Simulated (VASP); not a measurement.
Set up this calculation in VASP 6.6.1, as the native input.

| Item | Value |
| --- | --- |
| Task | single point |
| Functional | PBEsol |
| Potentials or basis | VASP PAW PBE potentials, release 64 (Si, Hf_pv, O) |
| Cutoff | 520 eV |
| k mesh | 8 × 8 × 1 |
| Occupations | gaussian, width 0.1 eV |
| Spin | no spin polarisation |
| Dipole correction | yes |
| Further INCAR settings | ALGO = Normal; EDIFF = 1e-06; NBANDS = 51; NELMDL = -8 |

The structure of Hf4Si8O lies in POSCAR:

```
Hf4Si8O
1.0
    3.6361020410      0.0000000000      0.0000000000
    0.0000000000      3.6500013765      0.0000000000
    0.0000000000      0.0000000000     31.2637679754
Si Hf O
8 4 1
Direct
    0.2500000000      0.5000000000      0.2718802163
    0.7500000000      0.0000000000      0.2720816343
    0.2500000000      0.0000000000      0.3613706245
    0.7500000000      0.0000000000      0.4120101345
    0.2497585898      0.0007118288      0.5017245563
    0.7498082167      0.4977786485      0.5017538388
    0.2494776788      0.4991918218      0.5916345967
    0.7491920857      0.5211410862      0.6442035804
    0.7500000000      0.5000000000      0.3386516993
    0.2500000000      0.5000000000      0.4347290597
    0.7495673807     -0.0101431676      0.5684211477
    0.2491173424      0.0079095637      0.6614094980
    0.7488259574      0.8051293923      0.6919625487
```

One way to write it, as run:

INCAR

```
PREC = Accurate
ENCUT = 520
EDIFF = 1E-6
ISMEAR = 0
SIGMA = 0.1
LREAL = F
LASPH = T
NELM = 120
ALGO = Normal
ISIF = 2
LWAVE = F
LCHARG = F
LDIPOL = T
IDIPOL = 3
DIPOL = 0.5 0.5 0.481
GGA = PS
NBANDS = 51
GGA_COMPAT = F
NELMDL = -8
```

KPOINTS

```
Automatic mesh
0
Gamma
  8 8 1
```

Potentials or basis: VASP PAW PBE potentials, release 64 (Si, Hf_pv, O).

Launch:

```sh
$ cat potpaw_PBE.64/Si/POTCAR potpaw_PBE.64/Hf_pv/POTCAR potpaw_PBE.64/O/POTCAR > POTCAR
$ mpirun -np 1 vasp_std > vasp.out
```

It gave:

| Property | Result |
| --- | --- |
| Largest force | 0.865 eV/Å |
| Band gap on the k mesh | zero (bands 39 and 40 overlap by 1.32 eV) |

Caveat: the PAW data sets were made with another functional, which shifts forces and pressure a little; spin-orbit coupling is left out, which moves the levels of the heavy elements.

Run time: 29 min on 1 thread of Oxide Virtual Turin-like Processor (shared host), peak memory 0.78 GiB.
